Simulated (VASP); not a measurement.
# HfN (P6_3/mmc) in VASP: notebook

HfN is run at these levels: r2SCAN, PBEsol, LDA; tasks: single point.

Everything below comes from runs of VASP 6.6.1. Logs are shortened: lines on timing, memory, paths and dates and some standing lists are left out, and cuts for length are marked.

### Step 1. The cell of the first run

Symmetry: P6_3/mmc, No. 194, hexagonal system. The conventional cell has a = 3.175 Å, b = 3.175 Å, c = 5.488 Å, α = 90.00°, β = 90.00°, γ = 120.00°. Within 3.0 Å of Hf (site symmetry -6m2) lie 6 N at 2.29 Å. N (site symmetry -3m) has 6 Hf at 2.29 Å and 2 N at 2.74 Å within 3.0 Å.

### Step 2. Single point, r2SCAN

File POSCAR:

```
HfN
1.0
    3.1751483831      0.0000000000      0.0000000000
   -1.5875741916      2.7497591606      0.0000000000
    0.0000000000      0.0000000000      5.4880491538
Hf N
2 2
Direct
    0.3333333333      0.6666666667      0.2500000000
    0.6666666667      0.3333333333      0.7500000000
    0.0000000000      0.0000000000      0.5000000000
    0.0000000000      0.0000000000      0.0000000000
```

File INCAR.step1:

```
PREC = Accurate
ENCUT = 520
ISMEAR = -1
SIGMA = 0.05
LREAL = F
LASPH = T
NELM = 60
NBANDS = 23
GGA = PE
ALGO = Normal
EDIFF = 1E-4
LWAVE = T
LCHARG = F
```

File INCAR.step2:

```
PREC = Accurate
ENCUT = 520
EDIFF = 1E-6
ISMEAR = -1
SIGMA = 0.05
LREAL = F
LASPH = T
NELM = 60
ALGO = Normal
ISIF = 2
LWAVE = F
LCHARG = F
METAGGA = R2SCAN
LMIXTAU = T
NBANDS = 23
ISTART = 1
```

File KPOINTS:

```
regular mesh
0
Gamma
  10 10 5
```

Potentials or basis: VASP PAW PBE potentials, release 64 (Hf_pv, N).

The run is started by

```bash
> cat potpaw_PBE.64/Hf_pv/POTCAR potpaw_PBE.64/N/POTCAR > POTCAR
> cp INCAR.step1 INCAR
> mpirun -np 1 vasp_std > vasp.out
> cp INCAR.step2 INCAR
> mpirun -np 1 vasp_std > vasp.out
```

OUTCAR:

```text
PREC = Accurate
   ENCUT = 520
   EDIFF = 1E-6
   ISMEAR = -1
   LREAL = F
   LASPH = T
   NELM = 60
   ISIF = 2
   METAGGA = R2SCAN
   ISTART = 1

 ion  position               nearest neighbor table
   1  0.333  0.667  0.250-   3 2.29   4 2.29   3 2.29   4 2.29   3 2.29   4 2.29   2 3.30   2 3.30
                             2 3.30   2 3.30   2 3.30   2 3.30
   2  0.667  0.333  0.750-   3 2.29   4 2.29   3 2.29   4 2.29   3 2.29   4 2.29   1 3.30   1 3.30
                             1 3.30   1 3.30   1 3.30   1 3.30
   3  0.000  0.000  0.500-   1 2.29   2 2.29   2 2.29   1 2.29   2 2.29   1 2.29
   4  0.000  0.000  0.000-   1 2.29   2 2.29   2 2.29   1 2.29   2 2.29   1 2.29

  LATTYP: Found a hexagonal cell.
 ALAT       =     3.1751483831
 C/A-ratio  =     1.7284386402

  Lattice vectors:

 A1 = (   3.1751483831,   0.0000000000,   0.0000000000)
 A2 = (  -1.5875741916,   2.7497591606,   0.0000000000)
 A3 = (   0.0000000000,   0.0000000000,   5.4880491538)

Analysis of symmetry for initial positions (statically):
=====================================================================
 Subroutine PRICEL returns:
 Original cell was already a primitive cell.

 Routine SETGRP: Setting up the symmetry group for a
 hexagonal supercell.

 Subroutine GETGRP returns: Found 24 space group operations
 (whereof 12 operations were pure point group operations)
 out of a pool of 24 trial point group operations.

The static configuration has the point symmetry D_3d.
 The point group associated with its full space group is D_6h.

Analysis of symmetry for dynamics (positions and initial velocities):
=====================================================================
 Subroutine PRICEL returns:
 Original cell was already a primitive cell.

 Routine SETGRP: Setting up the symmetry group for a
 hexagonal supercell.

 Subroutine GETGRP returns: Found 24 space group operations
 (whereof 12 operations were pure point group operations)
 out of a pool of 24 trial point group operations.

The dynamic configuration has the point symmetry D_3d.
 The point group associated with its full space group is D_6h.

 Subroutine INISYM returns: Found 24 space group operations
 (whereof 12 operations are pure point group operations),
 and found     1 'primitive' translations

----------------------------------------------------------------------------------------

                                     Primitive cell

  volume of cell :      47.9156

  direct lattice vectors                    reciprocal lattice vectors
     3.175148383  0.000000000  0.000000000     0.314945911  0.181834106  0.000000000
    -1.587574192  2.749759161  0.000000000     0.000000000  0.363668213  0.000000000
     0.000000000  0.000000000  5.488049154     0.000000000  0.000000000  0.182214111

  length of vectors
     3.175148383  3.175148383  5.488049154     0.363668213  0.363668213  0.182214111

  position of ions in fractional coordinates (direct lattice)
     0.333333333  0.666666667  0.250000000
     0.666666667  0.333333333  0.750000000
     0.000000000  0.000000000  0.500000000
     0.000000000  0.000000000  0.000000000

  ion indices of the primitive-cell ions
   primitive index   ion index
                 1           1
                 2           2
                 3           3
                 4           4

----------------------------------------------------------------------------------------

 KPOINTS: regular mesh

Automatic generation of k-mesh.
 Grid dimensions read from file:
 generate k-points for:   10   10    5

 Generating k-lattice:

  Cartesian coordinates                     Fractional coordinates (reciprocal lattice)
     0.031494591  0.018183411  0.000000000     0.100000000  0.000000000  0.000000000
     0.000000000  0.036366821  0.000000000     0.000000000  0.100000000  0.000000000
     0.000000000  0.000000000  0.036442822     0.000000000  0.000000000  0.200000000

  Length of vectors
     0.036366821  0.036366821  0.036442822

  Shift w.r.t. Gamma in fractional coordinates (k-lattice)
     0.000000000  0.000000000  0.000000000

 Subroutine IBZKPT returns following result:
 ===========================================

 Found     42 irreducible k-points:

 Following reciprocal coordinates:
            Coordinates               Weight
  0.000000  0.000000  0.000000      1.000000
  0.100000 -0.000000  0.000000      6.000000
  0.200000 -0.000000  0.000000      6.000000
  0.300000  0.000000  0.000000      6.000000
  0.400000  0.000000  0.000000      6.000000
  0.500000  0.000000  0.000000      3.000000
[... 16 lines left out ...]
  0.300000  0.100000  0.200000     24.000000
  0.400000  0.100000  0.200000     24.000000
 [... further k-points ...]
   k-points           NKPTS =     42   k-points in BZ     NKDIM =     42   number of bands    NBANDS=     23
   number of dos      NEDOS =    301   number of ions     NIONS =      4
   total plane-waves  NPLWV =  24192
   dimension x,y,z NGX =    24 NGY =   24 NGZ =   42
   dimension x,y,z NGXF=    48 NGYF=   48 NGZF=   84
   ions per type =               2   2
   NGX,Y,Z   is equivalent  to a cutoff of  12.57, 12.57, 12.72 a.u.
   NGXF,Y,Z  is equivalent  to a cutoff of  25.13, 25.13, 25.45 a.u.
 SYSTEM =  unknown system
   PREC   = accura    normal or accurate (medium, high low for compatibility)
   ISTART =      1    job   : 0-new  1-cont  2-samecut
   ICHARG =      0    charge: 1-file 2-atom 10-const
   ISPIN  =      1    spin polarized calculation?
   LNONCOLLINEAR =      F non collinear calculations
   LSORBIT =      F    spin-orbit coupling
   LASPH  =      T    aspherical Exc in radial PAW
   ENCUT  =  520.0 eV  38.22 Ry    6.18 a.u.   5.90  5.90 10.20*2*pi/ulx,y,z
   NELM   =     60;   NELMIN=  2; NELMDL=  0     # of ELM steps
   EDIFF  = 0.1E-05   stopping-criterion for ELM
   LREAL  =      F    real-space projection
   EDIFFG = 0.1E-04   stopping-criterion for IOM
   NSW    =      0    number of steps for IOM
   IBRION =     -1    ionic relax: 0-MD 1-quasi-New 2-CG
   NFREE  =      0    steps in history (QN), initial steepest desc. (CG)
   ISIF   =      2    stress and relaxation
   ISYM   =      2    0-nonsym 1-usesym 2-fastsym
   POTIM  = 0.5000    time-step for ionic-motion
   TEBEG  =    0.0;   TEEND  =   0.0 temperature during run
   PSTRESS=    0.0 pullay stress
   NELECT =      30.0000    total number of electrons
   NUPDOWN=      -1.0000    fix difference up-down
   EMIN   =  10.00;   EMAX   =-10.00  energy-range for DOS
   EFERMI =   0.00;   METHOD = LEGACY
   ISMEAR =    -1;   SIGMA  =   0.05  broadening in eV -4-tet -1-fermi 0-gaus
   EFERMI_NEDOS =   21; number of points for ismear=-14 and -15
   IALGO  =     38    algorithm
   IMIX   =      4    mixing-type and parameters
     AMIX     =   0.40;   BMIX     =  1.00
     AMIX_MAG =   1.60;   BMIX_MAG =  1.00
  volume/ion in A,a.u.               =      11.98        80.84
  Fermi-wavevector in a.u.,A,eV,Ry     =   1.400521  2.646601 26.687279  1.961460
  Thomas-Fermi vector in A             =   2.523473
   LORBIT       =      0    0 simple, 1 ext, 2 COOP (PROOUT), +10 PAW based schemes
   METAGGA = R2SCAN    functional components
   LHFCALC =     F    Hartree Fock is set to
   AEXX    =    0.0000 exact exchange contribution
   IVDW    =     0    specifies the selected vdW correction
   LEPSILON=     F    determine dielectric tensor
   LRPA    =     F    only Hartree local field effects (RPA)
 non-spin polarized calculation
  energy-cutoff  :      520.00
  volume of cell :       47.92
 maximum number of plane-waves:      1302
 NGX is ok and might be reduce to    24
   NGX = 11   NGY = 11   NGZ = 21

 number of electron      30.0000003 magnetization

 Free energy of the ion-electron system (eV)
  ---------------------------------------------------
  ext. energy  EPLUGINS =         0.00000000
  ---------------------------------------------------
  free energy    TOTEN  =      -116.33332888 eV

  energy without entropy =     -116.31991648  energy(sigma->0) =     -116.32662268

 E-fermi :   7.6779     XC(G=0): -13.3810

 val. band max:        7.6778720059   @ k =   0.1000  -0.0000   0.2000
 cond. band min:       7.6839844654   @ k =   0.4000   0.0000   0.4000
 fundamental gap:      0.0061124595
 Fermi energy:         7.6779278551

 k-point     1 :       0.0000    0.0000    0.0000
  band No.  band energies     occupation
      1     -25.4270      2.00000
      2     -24.6858      2.00000
      3     -24.5711      2.00000
      4     -24.5711      2.00000
      5     -24.5211      2.00000
      6     -24.5210      2.00000
[... 15 lines left out ...]
     22      13.2427      0.00000
     23      13.2427      0.00000

 k-point     2 :       0.1000   -0.0000    0.0000
  band No.  band energies     occupation
      1     -25.3955      2.00000
      2     -24.6883      2.00000
      3     -24.6455      2.00000
      4     -24.5943      2.00000
      5     -24.5917      2.00000
      6     -24.5280      2.00000
[... 15 lines left out ...]
     22      12.8743      0.00000
     23      13.2035      0.00000

 k-point     3 :       0.2000   -0.0000    0.0000
  band No.  band energies     occupation
      1     -25.3086      2.00000
      2     -24.8452      2.00000
      3     -24.7622      2.00000
      4     -24.6985      2.00000
      5     -24.6486      2.00000
      6     -24.5520      2.00000
[... 15 lines left out ...]
     22      12.4235      0.00000
     23      12.4603      0.00000
[... 495 lines left out ...]
 k-point    23 :       0.3000    0.1000    0.2000
  band No.  band energies     occupation
      1     -25.2181      2.00000
      2     -25.1235      2.00000
      3     -24.9919      2.00000
      4     -24.7764      2.00000
      5     -24.7325      2.00000
      6     -24.6524      2.00000
[... 15 lines left out ...]
     22      13.4466      0.00000
     23      13.6446      0.00000

 k-point    24 :       0.4000    0.1000    0.2000
  band No.  band energies     occupation
      1     -25.3207      2.00000
      2     -25.1846      2.00000
      3     -24.9628      2.00000
      4     -24.8008      2.00000
      5     -24.7793      2.00000
      6     -24.6780      2.00000
[... 15 lines left out ...]
     22      13.5787      0.00000
     23      14.7073      0.00000

 [... further k-points ...]

------------------------ aborting loop because EDIFF is reached ----------------------------------------

  FORCE on cell =-STRESS in cart. coord.  units (eV):
  Direction    XX          YY          ZZ          XY          YZ          ZX
  --------------------------------------------------------------------------------------
  -------------------------------------------------------------------------------------
  Total       -3.1458703     -3.1458703     -3.1534707      0.0000000     -0.0000000      0.0000000
  in kB     -105.1900629   -105.1900629   -105.4442023      0.0000000     -0.0000000      0.0000000
  external PRESSURE =    -105.2747760 kB  Pullay stress =       0.0000000 kB

 VOLUME and BASIS-vectors are now :
 -----------------------------------------------------------------------------
  energy-cutoff  :      520.00
  volume of cell :       47.92
      direct lattice vectors                 reciprocal lattice vectors
     3.175148383  0.000000000  0.000000000     0.314945911  0.181834106  0.000000000
    -1.587574192  2.749759161  0.000000000     0.000000000  0.363668213  0.000000000
     0.000000000  0.000000000  5.488049154     0.000000000  0.000000000  0.182214111

 POSITION                                       TOTAL-FORCE (eV/Angst)
 -----------------------------------------------------------------------------------
     -0.00000      1.83317      1.37201         0.000000     -0.000000      0.000000
      1.58757      0.91659      4.11604        -0.000000      0.000000      0.000000
      0.00000      0.00000      2.74402         0.000000      0.000000      0.000000
      0.00000      0.00000      0.00000         0.000000      0.000000      0.000000
 -----------------------------------------------------------------------------------
    total drift:                               -0.000000      0.000000     -0.000000

  FREE ENERGIE OF THE ION-ELECTRON SYSTEM (eV)
  ---------------------------------------------------
  free  energy   TOTEN  =      -116.3333288793 eV

  energy  without entropy=     -116.3199164815  energy(sigma->0) =     -116.32662268
```

It took 67 s on 1 thread of Intel Xeon 6975P-C (Granite Rapids), shared host; peak memory 0.19 GiB.

What came out:

```yaml
Free_energy: -116.3333 eV
Pressure: -10.5 GPa
Band_gap_on_the_k_mesh: zero (bands 15 and 16 overlap by 1.64 eV)
```

Caveat: the cell stands under tension; the PAW data sets were made with another functional, which shifts forces and pressure a little; spin-orbit coupling is left out, which moves the levels of the heavy elements.

### Step 3. Single point, r2SCAN

This run uses another cell than the first one, of 12.21 Å³/atom.

File POSCAR:

```
HfN
1.0
    3.1953728034      0.0000000000      0.0000000000
   -1.5976864018      2.7672740223      0.0000000000
    0.0000000000      0.0000000000      5.5230058234
Hf N
2 2
Direct
    0.3333333333      0.6666666667      0.2500000000
    0.6666666667      0.3333333333      0.7500000000
    0.0000000000      0.0000000000      0.5000000000
    0.0000000000      0.0000000000      0.0000000000
```

File INCAR.step1:

```
SYSTEM = HfN
PREC = Accurate ; ENCUT = 520
ISMEAR = -1 ; SIGMA = 0.05
LREAL = .FALSE. ; LASPH = .TRUE.
NELM = 80 ; NBANDS = 23
GGA = PE ; ALGO = Normal
EDIFF = 1E-4 ; LWAVE = .TRUE.
LCHARG = .FALSE.
```

File INCAR.step2:

```
SYSTEM = HfN
PREC = Accurate ; ENCUT = 520
EDIFF = 1E-6 ; ISMEAR = -1
SIGMA = 0.05 ; LREAL = .FALSE.
LASPH = .TRUE. ; NELM = 80
ALGO = Normal ; ISIF = 2
LWAVE = .FALSE. ; LCHARG = .FALSE.
METAGGA = R2SCAN ; LMIXTAU = .TRUE.
NBANDS = 23 ; ISTART = 1
```

File KPOINTS:

```
regular mesh
0
G
  10 10 5
  0 0 0
```

Potentials or basis: VASP PAW PBE potentials, release 64 (Hf_pv, N).

The run is started by

```bash
> cat potpaw_PBE.64/Hf_pv/POTCAR potpaw_PBE.64/N/POTCAR > POTCAR
> cp INCAR.step1 INCAR
> mpirun -np 1 vasp_std > vasp.out
> cp INCAR.step2 INCAR
> mpirun -np 1 vasp_std > vasp.out
```

OUTCAR:

```text
SYSTEM = HfN
   PREC = Accurate
   ENCUT = 520
   EDIFF = 1E-6
   ISMEAR = -1
   LREAL = .FALSE.
   LASPH = .TRUE.
   NELM = 80
   ISIF = 2
   METAGGA = R2SCAN
   ISTART = 1

 ion  position               nearest neighbor table
   1  0.333  0.667  0.250-   3 2.30   4 2.30   3 2.30   4 2.30   3 2.30   4 2.30   2 3.32   2 3.32
                             2 3.32   2 3.32   2 3.32   2 3.32
   2  0.667  0.333  0.750-   3 2.30   4 2.30   3 2.30   4 2.30   3 2.30   4 2.30   1 3.32   1 3.32
[... 830 lines left out ...]
  Direction    XX          YY          ZZ          XY          YZ          ZX
  --------------------------------------------------------------------------------------
  -------------------------------------------------------------------------------------
  Total       -4.5392711     -4.5392711     -4.5260773      0.0000000     -0.0000000      0.0000000
  in kB     -148.9181051   -148.9181051   -148.4852623      0.0000000     -0.0000000      0.0000000
  external PRESSURE =    -148.7738242 kB  Pullay stress =       0.0000000 kB

 VOLUME and BASIS-vectors are now :
 -----------------------------------------------------------------------------
  energy-cutoff  :      520.00
  volume of cell :       48.84
      direct lattice vectors                 reciprocal lattice vectors
     3.195372803  0.000000000  0.000000000     0.312952529  0.180683227  0.000000000
    -1.597686402  2.767274022  0.000000000     0.000000000  0.361366454  0.000000000
     0.000000000  0.000000000  5.523005823     0.000000000  0.000000000  0.181060827

 POSITION                                       TOTAL-FORCE (eV/Angst)
 -----------------------------------------------------------------------------------
     -0.00000      1.84485      1.38075         0.000000      0.000000      0.000000
      1.59769      0.92242      4.14225        -0.000000     -0.000000      0.000000
      0.00000      0.00000      2.76150         0.000000      0.000000      0.000000
      0.00000      0.00000      0.00000         0.000000      0.000000      0.000000
 -----------------------------------------------------------------------------------
    total drift:                               -0.000000      0.000000     -0.000000

  FREE ENERGIE OF THE ION-ELECTRON SYSTEM (eV)
  ---------------------------------------------------
  free  energy   TOTEN  =      -116.2612649827 eV

  energy  without entropy=     -116.2475272994  energy(sigma->0) =     -116.25439614
```

OSZICAR.step1:

```text
N       E                     dE             d eps       ncg     rms          rms(c)
DAV:   1     0.109105534211E+03    0.10911E+03   -0.16475E+04  1940   0.129E+03
DAV:   2    -0.433456069400E+02   -0.15245E+03   -0.14441E+03  2528   0.309E+02
DAV:   3    -0.494752234333E+02   -0.61296E+01   -0.60762E+01  2522   0.488E+01
DAV:   4    -0.495336137513E+02   -0.58390E-01   -0.58323E-01  2244   0.523E+00
DAV:   5    -0.495344850591E+02   -0.87131E-03   -0.87109E-03  2675   0.501E-01    0.663E+01
DAV:   6    -0.435427003615E+02    0.59918E+01   -0.28731E+01  2374   0.267E+01    0.519E+01
DAV:   7    -0.433718253499E+02    0.17088E+00   -0.21055E+00  2305   0.864E+00    0.259E+01
DAV:   8    -0.433406339794E+02    0.31191E-01   -0.18127E-01  2433   0.297E+00    0.530E+00
DAV:   9    -0.433288848680E+02    0.11749E-01   -0.73971E-02  2374   0.145E+00    0.336E+00
DAV:  10    -0.433275936192E+02    0.12912E-02   -0.11780E-02  2415   0.653E-01    0.790E-01
DAV:  11    -0.433273734391E+02    0.22018E-03   -0.10970E-03  2464   0.213E-01    0.488E-02
DAV:  12    -0.433273732170E+02    0.22213E-06   -0.61374E-05  1512   0.544E-02
   1 F= -.43327373E+02 E0= -.43320486E+02  d E =-.137735E-01
```

Wall time 67 s (1 thread of Intel Xeon 6975P-C (Granite Rapids), shared host); peak memory 0.19 GiB.

What came out:

```
Free energy            : -116.2613 eV
Pressure               : -14.9 GPa
Band gap on the k mesh : zero (bands 15 and 16 overlap by 1.59 eV)
```

Caveat: the cell stands under tension; the PAW data sets were made with another functional, which shifts forces and pressure a little; spin-orbit coupling is left out, which moves the levels of the heavy elements.

[end of part 1 of 2]
